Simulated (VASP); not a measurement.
# H6C2O in VASP: notebook, part 2 of 2

VASP 6.6.1.

## (3) Single point, PBE+D3(BJ)

Contents of INCAR:

```
SYSTEM = H6C2O
PREC = Accurate ; ENCUT = 520
EDIFF = 1E-6 ; ISMEAR = -1
SIGMA = 0.05 ; LREAL = Auto
LASPH = .TRUE. ; NELM = 120
ALGO = Normal ; ISIF = 2
LWAVE = .FALSE. ; LCHARG = .FALSE.
GGA = PE ; IVDW = 12
NBANDS = 64 ; GGA_COMPAT = .FALSE.
```

Contents of KPOINTS:

```
Automatic mesh
0
G
  1 1 1
  0 0 0
```

Contents of POSCAR:

```
H6C2O
1.0
    7.2936330000      0.0000000000      0.0000000000
    0.0000000000      7.2936330000      0.0000000000
    0.0000000000      0.0000000000      7.2936330000
C O H
8 4 24
Direct
    0.1688047644      0.0841967234      0.8334529582
    0.0671407514      0.2362608593      0.7294170134
    0.7617877127      0.7640773809      0.9741235952
    0.6433282289      0.6182378521      0.8883090224
    0.4372306641      0.0953571423      0.2554693936
    0.3133554979      0.2616254478      0.2794217916
    0.9554360632      0.6324694429      0.3672381103
    0.9008953426      0.8145323462      0.4516542031
   -0.1252736462      0.1898779387      0.7023111802
    0.6500052854      0.4542592149      1.0057402120
    0.1232719003      0.1988857953      0.2651079373
    0.7072469920      0.8022750802      0.4847652740
   -0.1516116865      0.2301596475      0.5757761598
    0.0700062644      0.3627958796      0.8033170849
    0.1184046414      0.2689880338      0.5938741365
    0.3024555801      0.1306207757      0.8820432835
    0.0940683470      0.0536769536      0.9574378091
    0.1861760799     -0.0491113276      0.7598408091
    0.7323922111      0.3705149409      0.9423013195
    0.5001485542      0.6538442502      0.8898446083
    0.6852003659      0.6017851460      0.7429904960
    0.7461987736      0.9019510579      0.9163334651
    0.7203406039      0.7722214704      1.1173306910
    0.9062013403      0.7195179686      0.9754809434
    0.0682924408      0.3141644226      0.2456800335
    0.3298767569      0.3021265260      0.4184745791
    0.3511967219      0.3651266797      0.1775932515
    0.5772020610      0.1043787095      0.3044847472
    0.3777815528     -0.0284631815      0.3254208157
    0.4636509679      0.0526760806      0.1118098484
    0.6659095680      0.8990169919      0.5679611244
    0.9843379836      0.8386629818      0.5741034681
    0.9276858323      0.9362275289      0.3602319996
    1.1042233685      0.6405861112      0.3415170464
    0.9250808205      0.5211531757      0.4596063443
    0.8799729847      0.6143851768      0.2327509487
```

Potentials or basis: VASP PAW PBE potentials, release 64 (C, O, H).

Command:

```bash
cat potpaw_PBE.64/C/POTCAR potpaw_PBE.64/O/POTCAR potpaw_PBE.64/H/POTCAR > POTCAR
mpirun -np 1 vasp_gam > vasp.out
```

Wall time 72 s (1 thread of AMD EPYC 7R43 (Zen 3), shared host); peak memory 0.31 GiB.

Results (log left out):

* Free energy: -188.3089 eV
* Pressure: 0.4 GPa
* Largest force: 2.160 eV/Å
* Band gap on the k mesh: 4.72 eV
* Dispersion energy per atom: -0.037 eV

Forces in eV/Å, atoms in the order of the input:
```
C   -0.140 -0.057 -0.662
C   -0.147 -1.087 -0.281
C   -0.129  0.075  0.461
C    0.453 -0.223  0.253
C   -0.133 -1.476 -0.584
C    0.543 -2.036 -0.473
C    0.095  0.913 -1.487
C   -0.206  0.491 -0.539
O   -0.279  0.166 -0.567
O    0.339  0.169 -0.992
O    1.176 -0.440 -0.138
O   -0.281  0.050  0.473
H   -0.081 -0.297  0.715
H    0.213  0.890  0.879
H    0.626 -0.254 -0.337
H    0.243  0.169 -0.210
H   -0.416 -0.088  0.579
H   -0.103  0.694 -0.049
H   -0.024 -0.328 -0.005
H   -0.764  0.505 -0.112
H   -0.142 -0.628  0.283
H    0.172 -0.076 -0.313
H   -0.104  0.269  0.255
H   -0.018  0.273 -0.296
H   -1.576  1.282 -0.324
H    0.372  1.045  1.035
H   -0.216  0.325  0.078
H    0.267  0.590  0.578
H    0.156  0.633 -0.247
H   -0.538  0.226  0.138
H    0.350 -0.065 -0.182
H   -0.248  0.024  0.437
H    0.108 -0.733  0.151
H   -0.040 -0.282 -0.090
H   -0.146 -0.482  0.433
H    0.620 -0.236  1.140
```

Stress tensor (GPa, compression positive):
```
 0.59 -0.15  0.31
-0.15 -0.18  0.99
 0.31  0.99  0.92
```

Levels at points of the mesh, in eV from the valence-band top:
| k point | band 37 | band 38 | band 39 | band 40 | band 41 | band 42 | band 43 | band 44 |
| --- | --- | --- | --- | --- | --- | --- | --- | --- |
| (0.00, 0.00, 0.00) | -0.55 | -0.41 | -0.13 | 0.00 | 4.72 | 5.93 | 6.08 | 6.78 |

Caveat: the k points lie up to 0.86 Å⁻¹ apart.

## (4) Single point, PBE+D3(BJ)

Contents of INCAR:

```
SYSTEM = H6C2O
PREC = Accurate
ENCUT = 520
EDIFF = 1E-6
ISMEAR = -1
SIGMA = 0.05
LREAL = Auto
LASPH = .True.
NELM = 120
ALGO = Normal
ISIF = 2
LWAVE = .False.
LCHARG = .False.
GGA = PE
IVDW = 12
NBANDS = 64
GGA_COMPAT = .False.
```

Contents of KPOINTS:

```
regular mesh
0
Gamma
  1 1 1
  0 0 0
```

Contents of POSCAR:

```
H6C2O
1.0
    7.2936330000      0.0000000000      0.0000000000
    0.0000000000      7.2936330000      0.0000000000
    0.0000000000      0.0000000000      7.2936330000
C O H
8 4 24
Direct
    0.1547514113      0.0903527776      0.8426801842
    0.0664963537      0.2555105254      0.7541372043
    0.7945011766      0.7719746798      0.9398882560
    0.6528707984      0.6112043203      0.9071885026
    0.4258920075      0.0901471187      0.2950929941
    0.3082825802      0.2608165231      0.2840011281
    0.9695168375      0.6387626029      0.3718448680
    0.9010050273      0.8175898074      0.4486652948
   -0.1111517402      0.2013537012      0.7023523119
    0.7018724413      0.4412615770      0.9920296236
    0.1187885379      0.2071121484      0.2776805469
    0.7011594908      0.8227586993      0.4663519538
   -0.1362421169      0.2639014055      0.5838105646
    0.0418035840      0.3678687973      0.8508791161
    0.1504874183      0.3020716836      0.6293708499
    0.2935711188      0.1361050110      0.8774228152
    0.0981678129      0.0661947208      0.9764818164
    0.1672280467     -0.0294366333      0.7544114161
    0.7602384162      0.3603965267      0.9015945826
    0.5237718980      0.6512118172      0.9794295929
    0.6234890075      0.5926676047      0.7605126279
    0.7695479057      0.8789584011      0.8399791983
    0.7704802257      0.8370588430      1.0680137046
    0.9385034865      0.7226576934      0.9452079643
    0.0466845535      0.3017426295      0.2183411203
    0.3380756888      0.3650169950      0.3888185764
    0.3357997311      0.3331947193      0.1487324630
    0.5814523434      0.1249994344      0.3089955308
    0.3851304281     -0.0043599671      0.3988547271
    0.4210521697      0.0106531272      0.1705322985
    0.6649086950      0.9132348721      0.5528657666
    0.9594395550      0.8536212338      0.5814112117
    0.9274116205      0.9302634229      0.3549945548
    1.1292863241      0.6416555371      0.3778775269
    0.9233944181      0.5319708299      0.4691352033
    0.9159495686      0.6124656944      0.2334501887
```

Potentials or basis: VASP PAW PBE potentials, release 64 (C, O, H).

Command:

```bash
cat potpaw_PBE.64/C/POTCAR potpaw_PBE.64/O/POTCAR potpaw_PBE.64/H/POTCAR > POTCAR
mpirun -np 1 vasp_gam > vasp.out
```

OUTCAR:

```text
SYSTEM = H6C2O
   PREC = Accurate
   ENCUT = 520
   EDIFF = 1E-6
   ISMEAR = -1
   LREAL = Auto
   LASPH = .True.
   NELM = 120
   ISIF = 2
   GGA = PE
   IVDW = 12
 IVDW          = 12

 ion  position               nearest neighbor table
   1  0.155  0.090  0.843-  17 1.07  18 1.09  16 1.10   2 1.51
   2  0.066  0.256  0.754-  14 1.10  15 1.15   9 1.41   1 1.51
   3  0.795  0.772  0.940-  23 1.06  22 1.08  24 1.11   4 1.58
   4  0.653  0.611  0.907-  21 1.10  20 1.12  10 1.43   3 1.58
   5  0.426  0.090  0.295-  29 1.07  30 1.08  28 1.17   6 1.51
[... 332 lines left out ...]
  Total      -3.20409    -0.11885     2.75669     0.72811     0.02461     1.33700
  in kB     -13.23072    -0.49077    11.38326     3.00659     0.10161     5.52092
  external pressure =       -0.78 kB  Pullay stress =        0.00 kB

 VOLUME and BASIS-vectors are now :
 -----------------------------------------------------------------------------
  energy-cutoff  :      520.00
  volume of cell :      388.00
      direct lattice vectors                 reciprocal lattice vectors
     7.293633000  0.000000000  0.000000000     0.137105884  0.000000000  0.000000000
     0.000000000  7.293633000  0.000000000     0.000000000  0.137105884  0.000000000
     0.000000000  0.000000000  7.293633000     0.000000000  0.000000000  0.137105884

 POSITION                                       TOTAL-FORCE (eV/Angst)
 -----------------------------------------------------------------------------------
      1.12870      0.65900      6.14620         1.383491      1.272128      0.197266
      0.48500      1.86360      5.50040         1.075241     -0.214377     -0.729065
      5.79480      5.63050      6.85520        -0.446501     -1.501658     -0.470344
      4.76180      4.45790      6.61670         0.085689      0.882273      0.836501
      3.10630      0.65750      2.15230         2.178054      1.109225     -0.309699
      2.24850      1.90230      2.07140         0.120510      0.592435     -1.997706
[... 28 lines left out ...]
      6.73490      3.88000      3.42170         0.110173     -0.190719     -0.331107
      6.68060      4.46710      1.70270         0.171615     -0.107960      0.175460
 -----------------------------------------------------------------------------------
    total drift:                               -0.001258     -0.007398      0.012663

  FREE ENERGIE OF THE ION-ELECTRON SYSTEM (eV)
  ---------------------------------------------------
  free  energy   TOTEN  =      -188.2290734153 eV

  energy  without entropy=     -188.2290734151  energy(sigma->0) =     -188.22907342
```

It took 65 s on 1 thread of AMD EPYC 7R43 (Zen 3), shared host; peak memory 0.31 GiB.

What came out:

```
Free energy                : -188.2291 eV
Pressure                   : -0.1 GPa
Largest force              : 2.669 eV/Å
Band gap on the k mesh     : 4.55 eV
Dispersion energy per atom : -0.037 eV
```

Forces on the atoms (eV/Å):
```
C    1.383  1.272  0.197
C    1.075 -0.214 -0.729
C   -0.447 -1.502 -0.470
C    0.086  0.882  0.837
C    2.178  1.109 -0.310
C    0.121  0.592 -1.998
C    1.230 -0.077  0.897
C   -1.043  1.120 -0.119
O   -1.854  0.442 -1.869
O    0.370 -0.344  0.015
O   -0.274 -0.222  0.623
O    0.314 -1.818 -0.773
H   -0.078 -0.572  0.760
H    0.872  0.347  0.204
H   -0.772 -0.237  1.087
H    0.461 -0.173 -0.055
H   -0.670 -0.603  0.484
H   -0.277 -0.106 -0.074
H   -0.180  0.084 -0.078
H    0.238  0.004 -0.475
H    0.090  0.038 -0.055
H    0.380  0.191 -0.530
H   -0.301  0.290  1.183
H   -0.359  0.165 -0.533
H    0.044  0.197  0.015
H   -0.091 -0.188  0.400
H    0.230 -0.383  0.804
H   -1.870 -0.251  0.108
H   -0.248 -0.400  1.101
H   -0.224 -0.192 -0.733
H    0.060  0.813  0.707
H    0.297 -0.196  0.154
H    0.744  0.316 -0.290
H   -1.766 -0.089 -0.327
H    0.110 -0.191 -0.331
H    0.172 -0.108  0.175
```

Stress tensor (GPa, compression positive):
```
-1.32  0.30  0.55
 0.30 -0.05  0.01
 0.55  0.01  1.14
```

Caveat: the k points lie up to 0.86 Å⁻¹ apart.
